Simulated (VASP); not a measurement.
# TiO2 (P6_3/mmc) in VASP: a series of runs

Runs on TiO2. Level: PBE+D3(BJ). Tasks: single point, relaxation of cell and atoms.

Everything below comes from runs of VASP 6.6.1. Logs are shortened: lines on timing, memory, paths and dates and some standing lists are left out, and cuts for length are marked.

**1. The cell of the first run**

The structure is hexagonal, space group P6_3/mmc (No. 194). The conventional cell has a = 2.871 Å, b = 2.871 Å, c = 9.478 Å, α = 90.00°, β = 90.00°, γ = 120.00°. Ti (site symmetry -6m2) has 6 O at 2.00 Å within 2.7 Å. Within 2.7 Å of O (site symmetry 3m) lie 3 Ti at 2.00 Å and 1 O at 2.25 Å.

**2. Single point, PBE+D3(BJ), collinear spin**

Input file INCAR:

```
  ALGO = Normal
  EDIFF = 1E-6
  ENCUT = 520
  GGA = PE
  ISIF = 2
  ISMEAR = 0
  ISPIN = 2
  IVDW = 12
  LASPH = T
  LCHARG = F
  LMAXMIX = 4
  LORBIT = 11
  LREAL = F
  LWAVE = F
  MAGMOM = 1 1 0 0 0 0
  NBANDS = 37
  NELM = 150
  PREC = Accurate
  SIGMA = 0.1
```

Input file KPOINTS:

```
k-points
0
Gamma
  6 6 2
```

Input file POSCAR:

```
TiO2
1.0
    2.8711976731      0.0000000000      0.0000000000
   -1.4355988365      2.4865301242      0.0000000000
    0.0000000000      0.0000000000      9.4779747849
Ti O
2 4
Direct
    0.6666666667      0.3333333333      0.7500000000
    0.3333333333      0.6666666667      0.2500000000
    0.3333333333      0.6666666667      0.8684434973
    0.3333333333      0.6666666667      0.6315565027
    0.6666666667      0.3333333333      0.1315565027
    0.6666666667      0.3333333333      0.3684434973
```

Potentials or basis: VASP PAW PBE potentials, release 64 (Ti_sv, O).

Run with:

```sh
cat potpaw_PBE.64/Ti_sv/POTCAR potpaw_PBE.64/O/POTCAR > POTCAR
mpirun -np 1 vasp_std > vasp.out
```

OUTCAR:

```text
EDIFF = 1E-6
   ENCUT = 520
   GGA = PE
   ISIF = 2
   ISMEAR = 0
   ISPIN = 2
   IVDW = 12
   LASPH = T
   LORBIT = 11
   LREAL = F
   NELM = 150
   PREC = Accurate
 IVDW          = 12

 ion  position               nearest neighbor table
   1  0.667  0.333  0.750-   3 2.00   4 2.00   3 2.00   4 2.00   3 2.00   4 2.00
   2  0.333  0.667  0.250-   5 2.00   6 2.00   5 2.00   6 2.00   5 2.00   6 2.00
   3  0.333  0.667  0.868-   1 2.00   1 2.00   1 2.00
   4  0.333  0.667  0.632-   1 2.00   1 2.00   1 2.00
   5  0.667  0.333  0.132-   2 2.00   2 2.00   2 2.00
   6  0.667  0.333  0.368-   2 2.00   2 2.00   2 2.00

  LATTYP: Found a hexagonal cell.
 ALAT       =     2.8711976731
 C/A-ratio  =     3.3010526839

  Lattice vectors:

 A1 = (   2.8711976731,   0.0000000000,   0.0000000000)
 A2 = (  -1.4355988365,   2.4865301242,   0.0000000000)
 A3 = (   0.0000000000,   0.0000000000,   9.4779747849)

Analysis of symmetry for initial positions (statically):
=====================================================================
 Subroutine PRICEL returns:
 Original cell was already a primitive cell.

 Routine SETGRP: Setting up the symmetry group for a
 hexagonal supercell.

 Subroutine GETGRP returns: Found 24 space group operations
 (whereof 12 operations were pure point group operations)
 out of a pool of 24 trial point group operations.

The static configuration has the point symmetry D_3d.
 The point group associated with its full space group is D_6h.

Analysis of symmetry for dynamics (positions and initial velocities):
=====================================================================
 Subroutine PRICEL returns:
 Original cell was already a primitive cell.

 Routine SETGRP: Setting up the symmetry group for a
 hexagonal supercell.

 Subroutine GETGRP returns: Found 24 space group operations
 (whereof 12 operations were pure point group operations)
 out of a pool of 24 trial point group operations.

The dynamic configuration has the point symmetry D_3d.
 The point group associated with its full space group is D_6h.

Analysis of structural, dynamic, and magnetic symmetry:
=====================================================================
 Subroutine PRICEL returns:
 Original cell was already a primitive cell.

 Routine SETGRP: Setting up the symmetry group for a
 hexagonal supercell.

 Subroutine GETGRP returns: Found 24 space group operations
 (whereof 12 operations were pure point group operations)
 out of a pool of 24 trial point group operations.

The overall configuration has the point symmetry D_3d.
 The point group associated with its full space group is D_6h.

 Subroutine INISYM returns: Found 24 space group operations
 (whereof 12 operations are pure point group operations),
 and found     1 'primitive' translations

----------------------------------------------------------------------------------------

                                     Primitive cell

  volume of cell :      67.6663

  direct lattice vectors                    reciprocal lattice vectors
     2.871197673  0.000000000  0.000000000     0.348286713  0.201083428  0.000000000
    -1.435598837  2.486530124  0.000000000     0.000000000  0.402166855  0.000000000
     0.000000000  0.000000000  9.477974785     0.000000000  0.000000000  0.105507772

  length of vectors
     2.871197673  2.871197673  9.477974785     0.402166855  0.402166855  0.105507772

  position of ions in fractional coordinates (direct lattice)
     0.666666667  0.333333333  0.750000000
     0.333333333  0.666666667  0.250000000
     0.333333333  0.666666667  0.868443497
     0.333333333  0.666666667  0.631556503
     0.666666667  0.333333333  0.131556503
     0.666666667  0.333333333  0.368443497

  ion indices of the primitive-cell ions
   primitive index   ion index
                 1           1
                 2           2
                 3           3
                 4           4
                 5           5
                 6           6

[... 39 lines left out ...]
  0.166667  0.166667  0.500000      6.000000
  0.333333  0.166667  0.500000     12.000000
  0.333333  0.333333  0.500000      2.000000
   k-points           NKPTS =     14   k-points in BZ     NKDIM =     14   number of bands    NBANDS=     37
   number of dos      NEDOS =    301   number of ions     NIONS =      6
   total plane-waves  NPLWV =  40320
   dimension x,y,z NGX =    24 NGY =   24 NGZ =   70
   dimension x,y,z NGXF=    48 NGYF=   48 NGZF=  140
   ions per type =               2   4
   NGX,Y,Z   is equivalent  to a cutoff of  13.90, 13.90, 12.28 a.u.
   NGXF,Y,Z  is equivalent  to a cutoff of  27.79, 27.79, 24.56 a.u.
 SYSTEM =  unknown system
   PREC   = accura    normal or accurate (medium, high low for compatibility)
   ISTART =      0    job   : 0-new  1-cont  2-samecut
   ICHARG =      2    charge: 1-file 2-atom 10-const
   ISPIN  =      2    spin polarized calculation?
   LNONCOLLINEAR =      F non collinear calculations
   LSORBIT =      F    spin-orbit coupling
   LASPH  =      T    aspherical Exc in radial PAW
   ENCUT  =  520.0 eV  38.22 Ry    6.18 a.u.   5.34  5.34 17.62*2*pi/ulx,y,z
   NELM   =    150;   NELMIN=  2; NELMDL= -5     # of ELM steps
   EDIFF  = 0.1E-05   stopping-criterion for ELM
   LREAL  =      F    real-space projection
   EDIFFG = 0.1E-04   stopping-criterion for IOM
   NSW    =      0    number of steps for IOM
   IBRION =     -1    ionic relax: 0-MD 1-quasi-New 2-CG
   NFREE  =      0    steps in history (QN), initial steepest desc. (CG)
   ISIF   =      2    stress and relaxation
   ISYM   =      2    0-nonsym 1-usesym 2-fastsym
   POTIM  = 0.5000    time-step for ionic-motion
   TEBEG  =    0.0;   TEEND  =   0.0 temperature during run
   PSTRESS=    0.0 pullay stress
   NELECT =      48.0000    total number of electrons
   NUPDOWN=      -1.0000    fix difference up-down
   EMIN   =  10.00;   EMAX   =-10.00  energy-range for DOS
   EFERMI =   0.00;   METHOD = LEGACY
   ISMEAR =     0;   SIGMA  =   0.10  broadening in eV -4-tet -1-fermi 0-gaus
   EFERMI_NEDOS =   21; number of points for ismear=-14 and -15
   IALGO  =     38    algorithm
   IMIX   =      4    mixing-type and parameters
     AMIX     =   0.40;   BMIX     =  1.00
     AMIX_MAG =   1.60;   BMIX_MAG =  1.00
  volume/ion in A,a.u.               =      11.28        76.11
  Fermi-wavevector in a.u.,A,eV,Ry     =   1.460039  2.759074 29.003728  2.131714
  Thomas-Fermi vector in A             =   2.576535
   LORBIT       =     11    0 simple, 1 ext, 2 COOP (PROOUT), +10 PAW based schemes
   GGA     = PE    functional components
   LHFCALC =     F    Hartree Fock is set to
   AEXX    =    0.0000 exact exchange contribution
   IVDW    =    12    specifies the selected vdW correction
   LEPSILON=     F    determine dielectric tensor
   LRPA    =     F    only Hartree local field effects (RPA)
 spin polarized calculation
 Gauss-broadening in eV      SIGMA  =   0.10
  energy-cutoff  :      520.00
  volume of cell :       67.67
 maximum number of plane-waves:      1849
 NGX is ok and might be reduce to    24
   NGX = 11   NGY = 11   NGZ = 35

 number of electron      48.0000019 magnetization       0.0002216

 number of electron      48.0000019 magnetization      -0.0001218

 Free energy of the ion-electron system (eV)
  ---------------------------------------------------
  ext. energy  EPLUGINS =         0.00000000
  ---------------------------------------------------
  free energy    TOTEN  =       -50.18013454 eV

  energy without entropy =      -50.18013274  energy(sigma->0) =      -50.18013364

 E-fermi :   4.5434     XC(G=0): -10.8239

 val. band max:        4.2818672682   @ k =   0.0000   0.0000   0.0000
 cond. band min:       4.8465982665   @ k =   0.3333   0.1667   0.0000
 fundamental gap:      0.5647309983
 Fermi energy:         4.5433840664

 spin component 1

 k-point     1 :       0.0000    0.0000    0.0000
  band No.  band energies     occupation
      1     -53.1323      1.00000
      2     -53.1322      1.00000
      3     -29.3243      1.00000
      4     -29.3218      1.00000
      5     -29.0992      1.00000
      6     -29.0992      1.00000
[... 535 lines left out ...]
     35      16.4177      0.00000
     36      16.4177      0.00000
 Fermi energy:         4.5433840664

 spin component 2

 k-point     1 :       0.0000    0.0000    0.0000
  band No.  band energies     occupation
      1     -53.1323      1.00000
      2     -53.1322      1.00000
      3     -29.3243      1.00000
      4     -29.3218      1.00000
      5     -29.0992      1.00000
      6     -29.0992      1.00000
[... 535 lines left out ...]
     35      16.4177      0.00000
     36      16.4177      0.00000
 [bands above 36 left out]

------------------------ aborting loop because EDIFF is reached ----------------------------------------

 Edisp (eV)   -1.33663

 E8    (eV) :    -0.5228

  FORCE on cell =-STRESS in cart. coord.  units (eV):
  Direction    XX          YY          ZZ          XY          YZ          ZX
  --------------------------------------------------------------------------------------
  -------------------------------------------------------------------------------------
  Total       0.33222     0.33222     0.24507     0.00000    -0.00000     0.00000
  in kB       7.86611     7.86611     5.80256     0.00000    -0.00000     0.00000
  external pressure =        7.18 kB  Pullay stress =        0.00 kB

 VOLUME and BASIS-vectors are now :
 -----------------------------------------------------------------------------
  energy-cutoff  :      520.00
  volume of cell :       67.67
      direct lattice vectors                 reciprocal lattice vectors
     2.871197673  0.000000000  0.000000000     0.348286713  0.201083428  0.000000000
    -1.435598837  2.486530124  0.000000000     0.000000000  0.402166855  0.000000000
     0.000000000  0.000000000  9.477974785     0.000000000  0.000000000  0.105507772

 POSITION                                       TOTAL-FORCE (eV/Angst)
 -----------------------------------------------------------------------------------
      1.43560      0.82884      7.10848         0.000000     -0.000000      0.000000
     -0.00000      1.65769      2.36949        -0.000000      0.000000      0.000000
     -0.00000      1.65769      8.23109         0.000000      0.000000      0.075845
     -0.00000      1.65769      5.98588        -0.000000     -0.000000     -0.075845
      1.43560      0.82884      1.24689         0.000000      0.000000     -0.075845
      1.43560      0.82884      3.49210         0.000000      0.000000      0.075845
 -----------------------------------------------------------------------------------
    total drift:                               -0.000000      0.000000     -0.000000

  FREE ENERGIE OF THE ION-ELECTRON SYSTEM (eV)
  ---------------------------------------------------
  free  energy   TOTEN  =       -51.5167636318 eV

  energy  without entropy=      -51.5167618337  energy(sigma->0) =      -51.51676273

 total charge

# of ion       s       p       d       tot
------------------------------------------
    1        2.215   6.266   1.856  10.336
    2        2.215   6.266   1.856  10.336
    3        1.585   3.414   0.000   4.999
    4        1.585   3.414   0.000   4.999
    5        1.585   3.414   0.000   4.999
    6        1.585   3.414   0.000   4.999
--------------------------------------------------
tot         10.769  26.188   3.712  40.668

 magnetization (x)

# of ion       s       p       d       tot
------------------------------------------
    1        0.000   0.000   0.000   0.000
    2        0.000   0.000   0.000   0.000
    3        0.000  -0.000   0.000  -0.000
    4        0.000  -0.000   0.000  -0.000
    5        0.000  -0.000   0.000  -0.000
    6        0.000  -0.000   0.000  -0.000
--------------------------------------------------
tot          0.000  -0.000   0.000  -0.000
```

Wall time 76 s (1 thread of Intel Xeon Platinum 8488C (Sapphire Rapids), shared host); peak memory 0.25 GiB.

What came out:

- Free energy: -51.5168 eV
- Pressure: 0.7 GPa
- Largest force: 0.076 eV/Å
- Band gap on the k mesh: 0.56 eV (least direct gap 1.23 eV)
- Net moment: 0.00 μB per cell
- Valence electrons inside the program's atomic spheres: Ti 10.34; O 5.00
- Dispersion energy per atom: -0.223 eV

Forces on the atoms (eV/Å):
```
Ti   0.000  0.000  0.000
Ti   0.000  0.000  0.000
O    0.000  0.000  0.076
O    0.000  0.000 -0.076
O    0.000  0.000 -0.076
O    0.000  0.000  0.076
```

Stress tensor (GPa, compression positive):
```
0.79 0.00 0.00
0.00 0.79 0.00
0.00 0.00 0.58
```

Levels at points of the mesh, in eV from the valence-band top:
Spin up:
```csv
k point,band 22,band 23,band 24,band 25,band 26,band 27
"(0.00, 0.00, 0.00)",-2.24,-1.74,0.00,2.39,2.62,3.55
"(0.50, 0.00, 0.00)",-2.20,-0.89,-0.88,0.87,1.18,3.21
"(0.00, 0.00, 0.50)",-2.28,-0.83,-0.83,2.54,2.54,3.56
"(0.50, 0.00, 0.50)",-2.28,-0.90,-0.90,1.04,1.04,3.21
```
Spin down:
```tsv
k point	band 20	band 21	band 22	band 23	band 24	band 25	band 26	band 27	band 28	band 29
(0.00, 0.00, 0.00)	-2.32	-2.24	-2.24	-1.74	0.00	2.39	2.62	3.55	3.55	3.56
(0.50, 0.00, 0.00)	-3.44	-2.36	-2.20	-0.89	-0.88	0.87	1.18	3.21	3.21	3.26
(0.00, 0.00, 0.50)	-2.28	-2.28	-2.28	-0.83	-0.83	2.54	2.54	3.56	3.56	3.56
(0.50, 0.00, 0.50)	-3.55	-2.28	-2.28	-0.90	-0.90	1.04	1.04	3.21	3.21	3.27
```

Caveat: the k points lie up to 0.42 Å⁻¹ apart.

**3. Single point, PBE+D3(BJ), collinear spin**

This run uses another cell than the first one, of 12.15 Å³/atom.

Input file INCAR:

```
PREC = Accurate
ENCUT = 520
EDIFF = 1E-7
ISMEAR = 0
SIGMA = 0.1
LREAL = F
LASPH = T
NELM = 150
ALGO = Normal
ISIF = 2
LWAVE = F
LCHARG = F
ISPIN = 2
MAGMOM = 1 1 0 0 0 0
LORBIT = 11
LMAXMIX = 4
GGA = PE
IVDW = 12
NBANDS = 37
```

Input file KPOINTS:

```
Automatic mesh
0
Gamma
  6 6 2
```

Input file POSCAR:

```
TiO2
1.0
    2.8769479800      0.0000000000      0.0000000000
   -1.4384739900      2.4915100300      0.0000000000
    0.0000000000      0.0000000000     10.1663045700
Ti O
2 4
Direct
    0.6666666700      0.3333333300      0.7500000000
    0.3333333300      0.6666666700      0.2500000000
    0.3333333300      0.6666666700      0.8716347700
    0.3333333300      0.6666666700      0.6283652300
    0.6666666700      0.3333333300      0.1283652300
    0.6666666700      0.3333333300      0.3716347700
```

Potentials or basis: VASP PAW PBE potentials, release 64 (Ti_sv, O).

Run with:

```sh
cat potpaw_PBE.64/Ti_sv/POTCAR potpaw_PBE.64/O/POTCAR > POTCAR
mpirun -np 1 vasp_std > vasp.out
```

Run time: 93 s. Hardware: 1 thread of Intel Xeon Platinum 8488C (Sapphire Rapids), shared host; peak memory 0.27 GiB.

The run converged. Its results:

- Free energy: -50.8479 eV
- Pressure: -13.6 GPa
- Largest force: 2.744 eV/Å
- Band gap on the k mesh: 0.94 eV (least direct gap 1.37 eV)
- Net moment: 0.00 μB per cell
- Valence electrons inside the program's atomic spheres: Ti 10.20; O 4.93
- Dispersion energy per atom: -0.205 eV

Forces on the atoms (eV/Å):
```
Ti   0.000  0.000  0.000
Ti   0.000  0.000  0.000
O    0.000  0.000 -2.744
O    0.000  0.000  2.744
O    0.000  0.000  2.744
O    0.000  0.000 -2.744
```

Stress tensor (GPa, compression positive):
```
 -4.99   0.00   0.00
  0.00  -4.99   0.00
  0.00   0.00 -30.81
```

Levels at points of the mesh, in eV from the valence-band top:
Spin up:
```
           k point  band 22  band 23  band 24  band 25  band 26  band 27
(0.00, 0.00, 0.00)    -1.31    -1.31     0.00     2.27     2.57     3.40
(0.50, 0.00, 0.00)    -1.25    -0.79    -0.74     1.13     1.32     3.57
(0.00, 0.00, 0.50)    -1.34    -0.68    -0.68     2.46     2.46     3.42
(0.50, 0.00, 0.50)    -1.31    -0.77    -0.77     1.23     1.23     3.57
```
Spin down:
```tsv
k point	band 20	band 21	band 22	band 23	band 24	band 25	band 26	band 27	band 28	band 29
(0.00, 0.00, 0.00)	-1.36	-1.36	-1.31	-1.31	0.00	2.27	2.57	3.40	3.40	3.45
(0.50, 0.00, 0.00)	-2.51	-1.38	-1.25	-0.79	-0.74	1.13	1.32	3.57	3.58	3.68
(0.00, 0.00, 0.50)	-1.34	-1.34	-1.34	-0.68	-0.68	2.46	2.46	3.42	3.42	3.42
(0.50, 0.00, 0.50)	-2.56	-1.31	-1.31	-0.77	-0.77	1.23	1.23	3.57	3.57	3.68
```

Caveat: the k points lie up to 0.42 Å⁻¹ apart; forces of over 1 eV/Å act on the atoms, so gaps and moduli don't describe the material at rest. A k mesh can miss the band edges.

**4. Single point, PBE+D3(BJ)**

Input file INCAR:

```
PREC = Accurate
ENCUT = 520
EDIFF = 1E-6
ISMEAR = 0
SIGMA = 0.02
LREAL = False
LASPH = True
NELM = 100
ALGO = Normal
ISIF = 2
LWAVE = False
LCHARG = False
GGA = PE
IVDW = 12
NBANDS = 33
```

Input file KPOINTS:

```
regular mesh
0
Gamma
  12 12 4
```

Input file POSCAR:

```
TiO2
1.0
    2.8711976731      0.0000000000      0.0000000000
   -1.4355988365      2.4865301242      0.0000000000
    0.0000000000      0.0000000000      9.4779747849
Ti O
2 4
Direct
    0.6666666667      0.3333333333      0.7500000000
    0.3333333333      0.6666666667      0.2500000000
    0.3333333333      0.6666666667      0.8684434973
    0.3333333333      0.6666666667      0.6315565027
    0.6666666667      0.3333333333      0.1315565027
    0.6666666667      0.3333333333      0.3684434973
```

Run with:

```sh
cat potpaw_PBE.64/Ti_sv/POTCAR potpaw_PBE.64/O/POTCAR > POTCAR
mpirun -np 1 vasp_std > vasp.out
```

Run time: 2 min. Hardware: 1 thread of Intel Xeon Platinum 8488C (Sapphire Rapids), shared host; peak memory 0.25 GiB.

Results (log left out):

| Property | Result |
| --- | --- |
| Free energy | -51.5172 eV |
| Pressure | 0.7 GPa |
| Largest force | 0.076 eV/Å |
| Band gap on the k mesh | 0.53 eV (least direct gap 1.21 eV) |
| Dispersion energy per atom | -0.223 eV |

Forces on the atoms (eV/Å):
```
Ti   0.000  0.000  0.000
Ti   0.000  0.000  0.000
O    0.000  0.000  0.076
O    0.000  0.000 -0.076
O    0.000  0.000 -0.076
O    0.000  0.000  0.076
```

Stress tensor (GPa, compression positive):
```
0.77 0.00 0.00
0.00 0.77 0.00
0.00 0.00 0.56
```

Levels at points of the mesh, in eV from the valence-band top:
```csv
k point,band 22,band 23,band 24,band 25,band 26,band 27
"(0.00, 0.00, 0.00)",-2.24,-1.74,0.00,2.39,2.62,3.55
"(0.50, 0.00, 0.00)",-2.20,-0.89,-0.88,0.88,1.18,3.21
"(0.00, 0.00, 0.50)",-2.28,-0.83,-0.83,2.54,2.54,3.56
"(0.50, 0.00, 0.50)",-2.28,-0.90,-0.90,1.04,1.04,3.21
```

(Part 1 of 2 ends here.)
